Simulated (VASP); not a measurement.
Runs of VASP 6.6.1 on S. The structure is that of space group Im-3m (No. 229), or close to it. The cells are those of the table. 

| task | cell | cutoff (eV) | gap on the mesh (eV) | pressure (GPa) |
| --- | --- | --- | --- | --- |
| single point | a = 2.039 Å, angles 109.5°, 1 atom | 520 | none | (a) |
| relaxation of cell and atoms | relaxed to 390 GPa from a = 2.039 Å, angles 109.5°, 1 atom | 600 | none | 390.0 |
| single point | a = 2.040 Å, angles 109.5°, 1 atom | 520 | none | 382.2 |
| relaxation of cell and atoms | relaxed to 390 GPa from a = 2.045 Å, angles 109.5°, 1 atom | 600 | none | 390.0 |

Alike in all rows: level PBE; potentials or basis VASP PAW PBE potentials, release 64 (S); no spin polarisation; k mesh 22 × 22 × 22; smearing fermi-dirac 0.05 eV.

Question: Estimate the missing entries.

Answer: (a) 383.2.

Caveats: the cell is relaxed towards a set pressure, so the enthalpy falls and the energy may rise (some runs).

A gap of «none» marks levels without a gap at the run's occupations.
